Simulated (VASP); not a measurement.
# CdSe (P6_3mc) in VASP: further runs

Runs on CdSe. Level: PBE. Tasks: single point.

Everything below comes from runs of VASP 6.6.1. Logs are shortened: lines on timing, memory, paths and dates and some standing lists are left out, and cuts for length are marked.

## (1) The cell of the first run

Symmetry: P6_3mc, No. 186, hexagonal system. Conventional cell: a = 4.298 Å, b = 4.298 Å, c = 7.015 Å, α = 90.00°, β = 90.00°, γ = 120.00°. Within 3.5 Å of Cd (site symmetry 3m) lie 4 Se at 2.63 Å. Within 3.5 Å of Se (site symmetry 3m) lie 4 Cd at 2.63 Å.

## (2) Single point, PBE

File INCAR:

```
PREC = Accurate ; ENCUT = 520
EDIFF = 1E-7 ; ISMEAR = 0
SIGMA = 0.05 ; LREAL = F
LASPH = T ; NELM = 100
ALGO = Normal ; ISIF = 2
LWAVE = F ; LCHARG = T
GGA = PE ; LELF = T
LVHAR = T ; NBANDS = 26
```

File KPOINTS:

```
Automatic mesh
0
Gamma
  6 6 4
```

File POSCAR:

```
CdSe
1.0
    4.2984999142      0.0000000000      0.0000000000
   -2.1492499571      3.7226101239      0.0000000000
    0.0000000000      0.0000000000      7.0152000000
Cd Se
2 2
Direct
    0.6666666667      0.3333333333      0.0000000000
    0.3333333333      0.6666666667      0.5000000000
    0.6666666667      0.3333333333      0.3750000000
    0.3333333333      0.6666666667      0.8750000000
```

Potentials or basis: VASP PAW PBE potentials, release 64 (Cd, Se).

Launch:

```
$ cat potpaw_PBE.64/Cd/POTCAR potpaw_PBE.64/Se/POTCAR > POTCAR
$ mpirun -np 1 vasp_std > vasp.out
```

OUTCAR:

```text
PREC = Accurate
   ENCUT = 520
   EDIFF = 1E-7
   ISMEAR = 0
   LREAL = F
   LASPH = T
   NELM = 100
   ISIF = 2
   GGA = PE

 ion  position               nearest neighbor table
   1  0.667  0.333  0.000-   3 2.63   4 2.63   4 2.63   4 2.63
   2  0.333  0.667  0.500-   4 2.63   3 2.63   3 2.63   3 2.63
   3  0.667  0.333  0.375-   1 2.63   2 2.63   2 2.63   2 2.63
   4  0.333  0.667  0.875-   2 2.63   1 2.63   1 2.63   1 2.63

  LATTYP: Found a hexagonal cell.
 ALAT       =     4.2984999142
 C/A-ratio  =     1.6320111993

  Lattice vectors:

 A1 = (   4.2984999142,   0.0000000000,   0.0000000000)
 A2 = (  -2.1492499571,   3.7226101239,   0.0000000000)
 A3 = (   0.0000000000,   0.0000000000,   7.0152000000)

Analysis of symmetry for initial positions (statically):
=====================================================================
 Subroutine PRICEL returns:
 Original cell was already a primitive cell.

 Routine SETGRP: Setting up the symmetry group for a
 hexagonal supercell.

 Subroutine GETGRP returns: Found 12 space group operations
 (whereof  6 operations were pure point group operations)
 out of a pool of 24 trial point group operations.

The static configuration has the point symmetry C_3v.
 The point group associated with its full space group is C_6v.

Analysis of symmetry for dynamics (positions and initial velocities):
=====================================================================
 Subroutine PRICEL returns:
 Original cell was already a primitive cell.

 Routine SETGRP: Setting up the symmetry group for a
 hexagonal supercell.

 Subroutine GETGRP returns: Found 12 space group operations
 (whereof  6 operations were pure point group operations)
 out of a pool of 24 trial point group operations.

The dynamic configuration has the point symmetry C_3v.
 The point group associated with its full space group is C_6v.

 Subroutine INISYM returns: Found 12 space group operations
 (whereof  6 operations are pure point group operations),
 and found     1 'primitive' translations

----------------------------------------------------------------------------------------

                                     Primitive cell

  volume of cell :     112.2547

  direct lattice vectors                    reciprocal lattice vectors
     4.298499914  0.000000000  0.000000000     0.232639297  0.134314361  0.000000000
[... 84 lines left out ...]
   ENCUT  =  520.0 eV  38.22 Ry    6.18 a.u.   7.99  7.99 13.04*2*pi/ulx,y,z
   NELM   =    100;   NELMIN=  2; NELMDL= -5     # of ELM steps
   EDIFF  = 0.1E-06   stopping-criterion for ELM
   LREAL  =      F    real-space projection
   EDIFFG = 0.1E-05   stopping-criterion for IOM
   NSW    =      0    number of steps for IOM
   IBRION =     -1    ionic relax: 0-MD 1-quasi-New 2-CG
   NFREE  =      0    steps in history (QN), initial steepest desc. (CG)
   ISIF   =      2    stress and relaxation
   ISYM   =      2    0-nonsym 1-usesym 2-fastsym
   POTIM  = 0.5000    time-step for ionic-motion
   TEBEG  =    0.0;   TEEND  =   0.0 temperature during run
   PSTRESS=    0.0 pullay stress
   NELECT =      36.0000    total number of electrons
   NUPDOWN=      -1.0000    fix difference up-down
   EMIN   =  10.00;   EMAX   =-10.00  energy-range for DOS
   EFERMI =   0.00;   METHOD = LEGACY
   ISMEAR =     0;   SIGMA  =   0.05  broadening in eV -4-tet -1-fermi 0-gaus
   EFERMI_NEDOS =   21; number of points for ismear=-14 and -15
   IALGO  =     38    algorithm
   IMIX   =      4    mixing-type and parameters
     AMIX     =   0.40;   BMIX     =  1.00
     AMIX_MAG =   1.60;   BMIX_MAG =  1.00
  volume/ion in A,a.u.               =      28.06       189.38
  Fermi-wavevector in a.u.,A,eV,Ry     =   1.120575  2.117579 17.084668  1.255688
  Thomas-Fermi vector in A             =   2.257222
   LORBIT       =      0    0 simple, 1 ext, 2 COOP (PROOUT), +10 PAW based schemes
   GGA     = PE    functional components
   LHFCALC =     F    Hartree Fock is set to
   AEXX    =    0.0000 exact exchange contribution
   IVDW    =     0    specifies the selected vdW correction
   LEPSILON=     F    determine dielectric tensor
   LRPA    =     F    only Hartree local field effects (RPA)
 non-spin polarized calculation
 Gauss-broadening in eV      SIGMA  =   0.05
  energy-cutoff  :      520.00
  volume of cell :      112.25
 maximum number of plane-waves:      3042
 NGX is ok and might be reduce to    32
   NGX = 15   NGY = 15   NGZ = 27

 number of electron      35.9999998 magnetization

 Free energy of the ion-electron system (eV)
  ---------------------------------------------------
  ext. energy  EPLUGINS =         0.00000000
  ---------------------------------------------------
  free energy    TOTEN  =       -10.91847300 eV

  energy without entropy =      -10.91847300  energy(sigma->0) =      -10.91847300

 E-fermi :   1.2457     XC(G=0):  -8.8895

 val. band max:        0.9680653111   @ k =   0.0000   0.0000   0.0000
 cond. band min:       1.6360006099   @ k =   0.0000   0.0000   0.0000
 fundamental gap:      0.6679352989
 Fermi energy:         1.2456949205

 k-point     1 :       0.0000    0.0000    0.0000
  band No.  band energies     occupation
      1     -11.6474      2.00000
      2     -11.2668      2.00000
      3      -6.9749      2.00000
      4      -6.9628      2.00000
      5      -6.9628      2.00000
      6      -6.8934      2.00000
[... 598 lines left out ...]
     25       9.8070      0.00000
     26       9.8389      0.00000

------------------------ aborting loop because EDIFF is reached ----------------------------------------

  FORCE on cell =-STRESS in cart. coord.  units (eV):
  Direction    XX          YY          ZZ          XY          YZ          ZX
  --------------------------------------------------------------------------------------
  -------------------------------------------------------------------------------------
  Total        2.2868439      2.2868439      2.4154870      0.0000000      0.0000000      0.0000000
  in kB       32.6394301     32.6394301     34.4755142      0.0000000      0.0000000      0.0000000
  external PRESSURE =      33.2514581 kB  Pullay stress =       0.0000000 kB

 VOLUME and BASIS-vectors are now :
 -----------------------------------------------------------------------------
  energy-cutoff  :      520.00
  volume of cell :      112.25
      direct lattice vectors                 reciprocal lattice vectors
     4.298499914  0.000000000  0.000000000     0.232639297  0.134314361  0.000000000
    -2.149249957  3.722610124  0.000000000     0.000000000  0.268628722  0.000000000
     0.000000000  0.000000000  7.015200000     0.000000000  0.000000000  0.142547611

 POSITION                                       TOTAL-FORCE (eV/Angst)
 -----------------------------------------------------------------------------------
      2.14925      1.24087      0.00000         0.000000     -0.000000     -0.019936
     -0.00000      2.48174      3.50760        -0.000000      0.000000     -0.019936
      2.14925      1.24087      2.63070         0.000000      0.000000      0.019936
     -0.00000      2.48174      6.13830        -0.000000      0.000000      0.019936
 -----------------------------------------------------------------------------------
    total drift:                               -0.000000     -0.000000      0.000040

  FREE ENERGIE OF THE ION-ELECTRON SYSTEM (eV)
  ---------------------------------------------------
  free  energy   TOTEN  =       -10.9184730032 eV

  energy  without entropy=      -10.9184730032  energy(sigma->0) =      -10.91847300
```

OSZICAR:

```text
N       E                     dE             d eps       ncg     rms          rms(c)
DAV:   1     0.240324347428E+03    0.24032E+03   -0.16979E+04  1092   0.124E+03
DAV:   2     0.950768142951E+00   -0.23937E+03   -0.23128E+03  1200   0.308E+02
DAV:   3    -0.115654034922E+02   -0.12516E+02   -0.12446E+02  1318   0.701E+01
DAV:   4    -0.116692144331E+02   -0.10381E+00   -0.10371E+00  1208   0.602E+00
DAV:   5    -0.116698548592E+02   -0.64043E-03   -0.64041E-03  1256   0.455E-01    0.886E+00
DAV:   6    -0.109533210336E+02    0.71653E+00   -0.12273E+00  1306   0.109E+01    0.696E+00
DAV:   7    -0.109199191478E+02    0.33402E-01   -0.53753E-01  1154   0.374E+00    0.257E+00
DAV:   8    -0.109181255722E+02    0.17936E-02   -0.56420E-02  1144   0.238E+00    0.395E-01
DAV:   9    -0.109182397939E+02   -0.11422E-03   -0.73241E-03  1182   0.982E-01    0.110E-01
DAV:  10    -0.109183819503E+02   -0.14216E-03   -0.81924E-04  1152   0.312E-01    0.718E-02
DAV:  11    -0.109184737397E+02   -0.91789E-04   -0.20282E-04  1136   0.812E-02    0.276E-02
DAV:  12    -0.109184713768E+02    0.23629E-05   -0.37124E-05  1264   0.648E-02    0.932E-03
DAV:  13    -0.109184726065E+02   -0.12297E-05   -0.11038E-05  1132   0.314E-02    0.400E-03
DAV:  14    -0.109184728163E+02   -0.20974E-06   -0.62547E-07  1124   0.386E-03    0.251E-03
DAV:  15    -0.109184729487E+02   -0.13245E-06   -0.18283E-07   826   0.451E-03    0.571E-04
DAV:  16    -0.109184730032E+02   -0.54500E-07   -0.27283E-08   734   0.874E-04
   1 F= -.10918473E+02 E0= -.10918473E+02  d E =-.159663E-16
```

Run time: 38 s. Hardware: 1 thread of Intel Xeon Platinum 8488C (Sapphire Rapids), shared host; peak memory 0.24 GiB.

What came out:

```yaml
Free_energy: -10.9185 eV
Pressure: 3.3 GPa
Largest_force: 0.020 eV/Å
Band_gap_on_the_k_mesh: 0.67 eV, direct
```

Forces in eV/Å, atoms in the order of the input:
```
Cd   0.000  0.000 -0.020
Cd   0.000  0.000 -0.020
Se   0.000  0.000  0.020
Se   0.000  0.000  0.020
```

## (3) Single point, PBE

File INCAR:

```
SYSTEM = CdSe
PREC     = Accurate       ! precision mode
ENCUT    = 520            ! plane-wave cutoff, eV
EDIFF    = 1E-7           ! SCF threshold, eV
ISMEAR   = 0              ! smearing method
SIGMA    = 0.05           ! smearing width, eV
LREAL    = .FALSE.        ! projectors in reciprocal space
LASPH    = .TRUE.         ! aspherical terms in the spheres
NELM     = 80             ! most SCF steps
ALGO     = Normal         ! electronic algorithm
ISIF     = 2              ! what is computed and relaxed
LWAVE    = .FALSE.        ! write WAVECAR
LCHARG   = .FALSE.        ! write CHGCAR
GGA      = PE             ! functional
NBANDS   = 26             ! bands
```

File KPOINTS:

```
Automatic mesh
0
G
  12 12 4
  0 0 0
```

POSCAR is that of step 2.

Potentials or basis: VASP PAW PBE potentials, release 64 (Cd, Se).

Launch:

```
$ cat potpaw_PBE.64/Cd/POTCAR potpaw_PBE.64/Se/POTCAR > POTCAR
$ mpirun -np 1 vasp_std > vasp.out
```

OUTCAR:

```text
SYSTEM = CdSe
   PREC = Accurate
   ENCUT = 520
   EDIFF = 1E-7
   ISMEAR = 0
   LREAL = .FALSE.
   LASPH = .TRUE.
   NELM = 80
   ISIF = 2
   GGA = PE

 ion  position               nearest neighbor table
   1  0.667  0.333  0.000-   3 2.63   4 2.63   4 2.63   4 2.63
   2  0.333  0.667  0.500-   4 2.63   3 2.63   3 2.63   3 2.63
   3  0.667  0.333  0.375-   1 2.63   2 2.63   2 2.63   2 2.63
   4  0.333  0.667  0.875-   2 2.63   1 2.63   1 2.63   1 2.63

  LATTYP: Found a hexagonal cell.
 ALAT       =     4.2984999142
 C/A-ratio  =     1.6320111993
[... 896 lines left out ...]
  Direction    XX          YY          ZZ          XY          YZ          ZX
  --------------------------------------------------------------------------------------
  -------------------------------------------------------------------------------------
  Total        2.2749709      2.2749709      2.4282714      0.0000000      0.0000000      0.0000000
  in kB       32.4699704     32.4699704     34.6579817      0.0000000      0.0000000      0.0000000
  external PRESSURE =      33.1993075 kB  Pullay stress =       0.0000000 kB

 VOLUME and BASIS-vectors are now :
 -----------------------------------------------------------------------------
  energy-cutoff  :      520.00
  volume of cell :      112.25
      direct lattice vectors                 reciprocal lattice vectors
     4.298499914  0.000000000  0.000000000     0.232639297  0.134314361  0.000000000
    -2.149249957  3.722610124  0.000000000     0.000000000  0.268628722  0.000000000
     0.000000000  0.000000000  7.015200000     0.000000000  0.000000000  0.142547611

 POSITION                                       TOTAL-FORCE (eV/Angst)
 -----------------------------------------------------------------------------------
      2.14925      1.24087      0.00000         0.000000      0.000000     -0.021211
     -0.00000      2.48174      3.50760         0.000000      0.000000     -0.021211
      2.14925      1.24087      2.63070        -0.000000     -0.000000      0.021211
     -0.00000      2.48174      6.13830         0.000000      0.000000      0.021211
 -----------------------------------------------------------------------------------
    total drift:                               -0.000000     -0.000000      0.000041

  FREE ENERGIE OF THE ION-ELECTRON SYSTEM (eV)
  ---------------------------------------------------
  free  energy   TOTEN  =       -10.9230537983 eV

  energy  without entropy=      -10.9230537983  energy(sigma->0) =      -10.92305380
```

OSZICAR:

```text
N       E                     dE             d eps       ncg     rms          rms(c)
DAV:   1     0.238981617987E+03    0.23898E+03   -0.17109E+04  2964   0.125E+03
DAV:   2     0.927674622656E+00   -0.23805E+03   -0.23083E+03  3198   0.309E+02
DAV:   3    -0.115686248109E+02   -0.12496E+02   -0.12428E+02  3574   0.707E+01
DAV:   4    -0.116715602422E+02   -0.10294E+00   -0.10283E+00  3268   0.600E+00
DAV:   5    -0.116721950681E+02   -0.63483E-03   -0.63480E-03  3432   0.458E-01    0.886E+00
DAV:   6    -0.109575994024E+02    0.71460E+00   -0.12266E+00  3554   0.109E+01    0.696E+00
DAV:   7    -0.109245308768E+02    0.33069E-01   -0.53395E-01  3144   0.373E+00    0.257E+00
DAV:   8    -0.109227185243E+02    0.18124E-02   -0.56073E-02  3084   0.237E+00    0.394E-01
DAV:   9    -0.109228234448E+02   -0.10492E-03   -0.73035E-03  3210   0.981E-01    0.111E-01
DAV:  10    -0.109229636813E+02   -0.14024E-03   -0.81617E-04  3108   0.312E-01    0.722E-02
DAV:  11    -0.109230545653E+02   -0.90884E-04   -0.20198E-04  3086   0.809E-02    0.285E-02
DAV:  12    -0.109230521716E+02    0.23937E-05   -0.36263E-05  3456   0.641E-02    0.924E-03
DAV:  13    -0.109230534021E+02   -0.12305E-05   -0.10705E-05  3044   0.307E-02    0.399E-03
DAV:  14    -0.109230536078E+02   -0.20574E-06   -0.60311E-07  2994   0.381E-03    0.251E-03
DAV:  15    -0.109230537480E+02   -0.14019E-06   -0.18537E-07  2230   0.455E-03    0.514E-04
DAV:  16    -0.109230537983E+02   -0.50264E-07   -0.24976E-08  1968   0.868E-04
   1 F= -.10923054E+02 E0= -.10923054E+02  d E =-.137090E-10
```

stdout:

```text
POSCAR found type information on POSCAR CdSe
 POSCAR found :  2 types and       4 ions
 scaLAPACK will be used
 LDA part: xc-table for (Slater+PW92), standard interpolation
 POSCAR, INCAR and KPOINTS ok, starting setup
 FFT: planning ... GRIDC
 FFT: planning ... GRID_SOFT
 FFT: planning ... GRID
 WAVECAR not read
 entering main loop
```

Wall time 2.8 min (1 thread of AMD EPYC 7R13 (Zen 3), shared host); peak memory 0.28 GiB.

What came out:

* Free energy: -10.9231 eV
* Pressure: 3.3 GPa
* Largest force: 0.021 eV/Å
* Band gap on the k mesh: 0.67 eV, direct

Forces in eV/Å, atoms in the order of the input:
```
Cd   0.000  0.000 -0.021
Cd   0.000  0.000 -0.021
Se   0.000  0.000  0.021
Se   0.000  0.000  0.021
```

Levels at points of the mesh, in eV from the valence-band top:
| k point | band 15 | band 16 | band 17 | band 18 | band 19 | band 20 | band 21 | band 22 |
| --- | --- | --- | --- | --- | --- | --- | --- | --- |
| (0.00, 0.00, 0.00) | -0.77 | -0.05 | 0.00 | 0.00 | 0.67 | 2.22 | 5.86 | 5.86 |
| (0.50, 0.00, 0.00) | -2.68 | -1.87 | -1.35 | -0.76 | 3.22 | 3.33 | 4.76 | 6.15 |
| (0.00, 0.00, 0.50) | -0.40 | -0.40 | -0.40 | -0.40 | 2.38 | 2.38 | 5.86 | 5.86 |
| (0.50, 0.00, 0.50) | -1.38 | -1.38 | -1.35 | -1.35 | 2.93 | 2.93 | 4.86 | 4.86 |
